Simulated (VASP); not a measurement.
# SiO2 (Stishovite) (P4_2/mnm) in VASP: notebook, part 2 of 2

VASP 6.6.1.

## 3. Single point, PBE

This run uses another cell than the first one, of 7.44 Å³/atom, 1.021 times its volume.

Input file INCAR:

```
SYSTEM = SiO2
  PREC = Accurate
  ENCUT = 520
  EDIFF = 1E-6
  ISMEAR = -1
  SIGMA = 0.05
  LREAL = .False.
  LASPH = .True.
  NELM = 100
  ALGO = Normal
  ISIF = 2
  LWAVE = .False.
  LCHARG = .False.
  GGA = PE
  NBANDS = 25
```

Input file KPOINTS:

```
regular mesh
0
Gamma
  6 6 8
  0 0 0
```

Input file POSCAR:

```
SiO2
1.0
    4.1208430792      0.0000000000      0.0000000000
    0.0000000000      4.1208430792      0.0000000000
    0.0000000000      0.0000000000      2.6291793682
Si O
2 4
Direct
    0.0000000000      0.0000000000      0.0000000000
    0.5000000000      0.5000000000      0.5000000000
    0.3059000000      0.3059000000      0.0000000000
    0.1941000000      0.8059000000      0.5000000000
    0.6941000000      0.6941000000      0.0000000000
    0.8059000000      0.1941000000      0.5000000000
```

Potentials or basis: VASP PAW PBE potentials, release 64 (Si, O).

The run is started by

```
> cat potpaw_PBE.64/Si/POTCAR potpaw_PBE.64/O/POTCAR > POTCAR
> mpirun -np 1 vasp_std > vasp.out
```

OUTCAR:

```text
SYSTEM = SiO2
   PREC = Accurate
   ENCUT = 520
   EDIFF = 1E-6
   ISMEAR = -1
   LREAL = .False.
   LASPH = .True.
   NELM = 100
   ISIF = 2
   GGA = PE

 ion  position               nearest neighbor table
   1  0.000  0.000  0.000-   4 1.73   6 1.73   4 1.73   6 1.73   5 1.78   3 1.78
   2  0.500  0.500  0.500-   3 1.73   5 1.73   3 1.73   5 1.73   4 1.78   6 1.78
   3  0.306  0.306  0.000-   2 1.73   2 1.73   1 1.78
   4  0.194  0.806  0.500-   1 1.73   1 1.73   2 1.78
   5  0.694  0.694  0.000-   2 1.73   2 1.73   1 1.78
   6  0.806  0.194  0.500-   1 1.73   1 1.73   2 1.78

  LATTYP: Found a simple tetragonal cell.
 ALAT       =     4.1208430792
 C/A-ratio  =     0.6380197735

  Lattice vectors:

 A1 = (   4.1208430792,   0.0000000000,   0.0000000000)
 A2 = (   0.0000000000,   4.1208430792,   0.0000000000)
 A3 = (   0.0000000000,   0.0000000000,   2.6291793682)

Analysis of symmetry for initial positions (statically):
=====================================================================
 Subroutine PRICEL returns:
 Original cell was already a primitive cell.

 Routine SETGRP: Setting up the symmetry group for a
 simple tetragonal supercell.

 Subroutine GETGRP returns: Found 16 space group operations
 (whereof  8 operations were pure point group operations)
 out of a pool of 16 trial point group operations.

The static configuration has the point symmetry D_2h.
 The point group associated with its full space group is D_4h.

Analysis of symmetry for dynamics (positions and initial velocities):
=====================================================================
 Subroutine PRICEL returns:
 Original cell was already a primitive cell.

 Routine SETGRP: Setting up the symmetry group for a
 simple tetragonal supercell.

 Subroutine GETGRP returns: Found 16 space group operations
 (whereof  8 operations were pure point group operations)
 out of a pool of 16 trial point group operations.

[... 131 lines left out ...]
  Fermi-wavevector in a.u.,A,eV,Ry     =   1.465078  2.768596 29.204267  2.146453
  Thomas-Fermi vector in A             =   2.580978
   LORBIT       =      0    0 simple, 1 ext, 2 COOP (PROOUT), +10 PAW based schemes
   GGA     = PE    functional components
   LHFCALC =     F    Hartree Fock is set to
   AEXX    =    0.0000 exact exchange contribution
   IVDW    =     0    specifies the selected vdW correction
   LEPSILON=     F    determine dielectric tensor
   LRPA    =     F    only Hartree local field effects (RPA)
 non-spin polarized calculation
  energy-cutoff  :      520.00
  volume of cell :       44.65
 maximum number of plane-waves:      1226
 NGX is ok and might be reduce to    32
   NGX = 15   NGY = 15   NGZ =  9

 number of electron      31.9999982 magnetization

 Free energy of the ion-electron system (eV)
  ---------------------------------------------------
  ext. energy  EPLUGINS =         0.00000000
  ---------------------------------------------------
  free energy    TOTEN  =       -46.03123009 eV

  energy without entropy =      -46.03123009  energy(sigma->0) =      -46.03123009

 E-fermi :   9.8627     XC(G=0): -12.4915

 val. band max:        8.8352907078   @ k =   0.0000   0.0000   0.0000
 cond. band min:      15.2133847899   @ k =   0.0000   0.0000   0.0000
 fundamental gap:      6.3780940821
 Fermi energy:         9.8626938514

 k-point     1 :       0.0000    0.0000    0.0000
  band No.  band energies     occupation
      1     -14.2012      2.00000
      2     -10.3486      2.00000
      3     -10.3486      2.00000
      4     -10.0963      2.00000
      5      -2.3117      2.00000
      6       2.1512      2.00000
[... 661 lines left out ...]
     24      22.0360      0.00000
     25      22.8920      0.00000

 [... further k-points ...]

------------------------ aborting loop because EDIFF is reached ----------------------------------------

  FORCE on cell =-STRESS in cart. coord.  units (eV):
  Direction    XX          YY          ZZ          XY          YZ          ZX
  --------------------------------------------------------------------------------------
  -------------------------------------------------------------------------------------
  Total        6.9614729      6.9614729      8.4715755      0.0000000      0.0000000      0.0000000
  in kB      249.8154805    249.8154805    304.0061718      0.0000000      0.0000000      0.0000000
  external PRESSURE =     267.8790442 kB  Pullay stress =       0.0000000 kB

 VOLUME and BASIS-vectors are now :
 -----------------------------------------------------------------------------
  energy-cutoff  :      520.00
  volume of cell :       44.65
      direct lattice vectors                 reciprocal lattice vectors
     4.120843079  0.000000000  0.000000000     0.242668789  0.000000000  0.000000000
     0.000000000  4.120843079  0.000000000     0.000000000  0.242668789  0.000000000
     0.000000000  0.000000000  2.629179368     0.000000000  0.000000000  0.380346815

 POSITION                                       TOTAL-FORCE (eV/Angst)
 -----------------------------------------------------------------------------------
      0.00000      0.00000      0.00000         0.000000      0.000000      0.000000
      2.06042      2.06042      1.31459         0.000000      0.000000      0.000000
      1.26057      1.26057      0.00000        -0.278453     -0.278453      0.000000
      0.79986      3.32099      1.31459         0.278453     -0.278453      0.000000
      2.86028      2.86028      0.00000         0.278453      0.278453      0.000000
      3.32099      0.79986      1.31459        -0.278453      0.278453      0.000000
 -----------------------------------------------------------------------------------
    total drift:                                0.000000      0.000000     -0.000000

  FREE ENERGIE OF THE ION-ELECTRON SYSTEM (eV)
  ---------------------------------------------------
  free  energy   TOTEN  =       -46.0312300852 eV

  energy  without entropy=      -46.0312300852  energy(sigma->0) =      -46.03123009
```

Run time: 15 s. Hardware: 1 thread of Intel Xeon 6975P-C (Granite Rapids), shared host; peak memory 0.17 GiB.

Results:

| Item | Value |
| --- | --- |
| Free energy | -46.0312 eV |
| Pressure | 26.8 GPa |
| Largest force | 0.394 eV/Å |
| Band gap on the k mesh | 6.38 eV, direct |

Forces in eV/Å, atoms in the order of the input:
```
Si   0.000  0.000  0.000
Si   0.000  0.000  0.000
O   -0.278 -0.278  0.000
O    0.278 -0.278  0.000
O    0.278  0.278  0.000
O   -0.278  0.278  0.000
```

## 4. Single point, PBE

This run uses another cell than the first one, of 7.60 Å³/atom, 1.043 times its volume.

Input file INCAR:

```
SYSTEM = SiO2
ALGO     = Normal         ! electronic algorithm
EDIFF    = 1E-6           ! SCF threshold, eV
ENCUT    = 520            ! plane-wave cutoff, eV
GGA      = PE             ! functional
ISIF     = 2              ! what is computed and relaxed
ISMEAR   = -1             ! smearing method
LASPH    = .TRUE.         ! aspherical terms in the spheres
LCHARG   = .FALSE.        ! write CHGCAR
LREAL    = .FALSE.        ! projectors in reciprocal space
LWAVE    = .FALSE.        ! write WAVECAR
NBANDS   = 25             ! bands
NELM     = 60             ! most SCF steps
PREC     = Accurate       ! precision mode
SIGMA    = 0.05           ! smearing width, eV
```

Input file KPOINTS:

```
k-points
0
G
  6 6 8
  0 0 0
```

POSCAR: that of step 3 with these lines changed.

```diff
@@ -2,5 +2,5 @@
 1.0
-    4.1208430792      0.0000000000      0.0000000000
-    0.0000000000      4.1208430792      0.0000000000
-    0.0000000000      0.0000000000      2.6291793682
+    4.1492635848      0.0000000000      0.0000000000
+    0.0000000000      4.1492635848      0.0000000000
+    0.0000000000      0.0000000000      2.6473122127
 Si O
```

The run is started by

```
> cat potpaw_PBE.64/Si/POTCAR potpaw_PBE.64/O/POTCAR > POTCAR
> mpirun -np 1 vasp_std > vasp.out
```

It took 15 s on 1 thread of Intel Xeon 6975P-C (Granite Rapids), shared host; peak memory 0.17 GiB.

It converged, with:

| Quantity | Value |
| --- | --- |
| Free energy | -46.1651 eV |
| Pressure | 18.7 GPa |
| Largest force | 0.242 eV/Å |
| Band gap on the k mesh | 5.99 eV, direct |

Forces in eV/Å, atoms in the order of the input:
```
Si   0.000  0.000  0.000
Si   0.000  0.000  0.000
O   -0.171 -0.171  0.000
O    0.171 -0.171  0.000
O    0.171  0.171  0.000
O   -0.171  0.171  0.000
```

Stress tensor (GPa, compression positive):
```
17.48  0.00  0.00
 0.00 17.48  0.00
 0.00  0.00 21.19
```

Levels at points of the mesh, in eV from the valence-band top:
```csv
k point,band 12,band 13,band 14,band 15,band 16,band 17,band 18,band 19,band 20,band 21
"(0.00, 0.00, 0.00)",-3.20,-2.53,-0.89,-0.89,0.00,5.99,6.80,8.69,8.69,11.20
"(0.50, 0.00, 0.00)",-3.98,-2.73,-2.73,-1.09,-1.09,8.03,8.03,9.26,9.26,11.21
"(0.50, 0.50, 0.00)",-3.33,-2.72,-2.72,-2.35,-2.35,7.69,7.69,10.28,10.28,13.42
"(0.00, 0.00, 0.50)",-4.71,-3.18,-3.18,-2.76,-2.76,9.39,9.39,12.86,12.86,13.03
"(0.50, 0.00, 0.50)",-4.09,-2.34,-2.34,-1.81,-1.81,9.02,9.02,10.10,10.10,12.36
"(0.50, 0.50, 0.50)",-4.57,-1.80,-1.80,-1.60,-1.60,7.44,7.44,11.20,11.20,11.79
```

A k mesh can miss the band edges.

## 5. Single point, PBE

This run uses another cell than the first one, of 7.75 Å³/atom, 1.064 times its volume.

Input file INCAR:

```
SYSTEM = SiO2
ALGO = Normal
EDIFF = 1E-6
ENCUT = 520
GGA = PE
ISIF = 2
ISMEAR = -1
LASPH = .True.
LCHARG = .False.
LREAL = .False.
LWAVE = .False.
NBANDS = 25
NELM = 100
PREC = Accurate
SIGMA = 0.05
```

Input file KPOINTS:

```
k-points
0
Gamma
  6 6 8
  0 0 0
```

POSCAR: that of step 4 with these lines changed.

```diff
@@ -2,5 +2,5 @@
 1.0
-    4.1492635848      0.0000000000      0.0000000000
-    0.0000000000      4.1492635848      0.0000000000
-    0.0000000000      0.0000000000      2.6473122127
+    4.1773000000      0.0000000000      0.0000000000
+    0.0000000000      4.1773000000      0.0000000000
+    0.0000000000      0.0000000000      2.6652000000
 Si O
```

The run is started by

```
> cat potpaw_PBE.64/Si/POTCAR potpaw_PBE.64/O/POTCAR > POTCAR
> mpirun -np 1 vasp_std > vasp.out
```

It took 14 s on 1 thread of Intel Xeon 6975P-C (Granite Rapids), shared host; peak memory 0.17 GiB.

The run converged. Its results:

```
Free energy            : -46.2541 eV
Pressure               : 11.4 GPa
Largest force          : 0.099 eV/Å
Band gap on the k mesh : 5.62 eV, direct
```

Forces in eV/Å, atoms in the order of the input:
```
Si   0.000  0.000  0.000
Si   0.000  0.000  0.000
O   -0.070 -0.070  0.000
O    0.070 -0.070  0.000
O    0.070  0.070  0.000
O   -0.070  0.070  0.000
```

Stress tensor (GPa, compression positive):
```
10.70  0.00  0.00
 0.00 10.70  0.00
 0.00  0.00 12.84
```

Levels at points of the mesh, in eV from the valence-band top:
```tsv
k point	band 12	band 13	band 14	band 15	band 16	band 17	band 18	band 19	band 20	band 21
(0.00, 0.00, 0.00)	-3.14	-2.51	-0.88	-0.88	0.00	5.62	6.72	8.52	8.52	11.13
(0.50, 0.00, 0.00)	-3.89	-2.69	-2.69	-1.07	-1.07	7.76	7.76	9.10	9.10	11.07
(0.50, 0.50, 0.00)	-3.27	-2.68	-2.68	-2.29	-2.29	7.45	7.45	10.09	10.09	13.20
(0.00, 0.00, 0.50)	-4.64	-3.08	-3.08	-2.69	-2.69	9.11	9.11	12.66	12.66	12.78
(0.50, 0.00, 0.50)	-4.00	-2.29	-2.29	-1.76	-1.76	8.80	8.80	9.87	9.87	12.27
(0.50, 0.50, 0.50)	-4.51	-1.77	-1.77	-1.56	-1.56	7.19	7.19	11.04	11.04	11.69
```

## 6. Summary

```tsv
cell	gap on the mesh (eV)	pressure (GPa)	largest force (eV/Å)
a = 4.092, b = 4.092, c = 2.611 Å, 6 atoms	6.78	35.7	0.56
a = 4.121, b = 4.121, c = 2.629 Å, 6 atoms	6.38	26.8	0.39
a = 4.149, b = 4.149, c = 2.647 Å, 6 atoms	5.99	18.7	0.24
a = 4.177, b = 4.177, c = 2.665 Å, 6 atoms	5.62	11.4	0.10
```

Alike in all rows: task single point; level PBE; potentials or basis VASP PAW PBE potentials, release 64 (Si, O); no spin polarisation; k mesh 6 × 6 × 8; cutoff (eV) 520; smearing fermi-dirac 0.05 eV.

Total energies depend on the potentials used, so only differences within one code and one set of settings carry meaning.
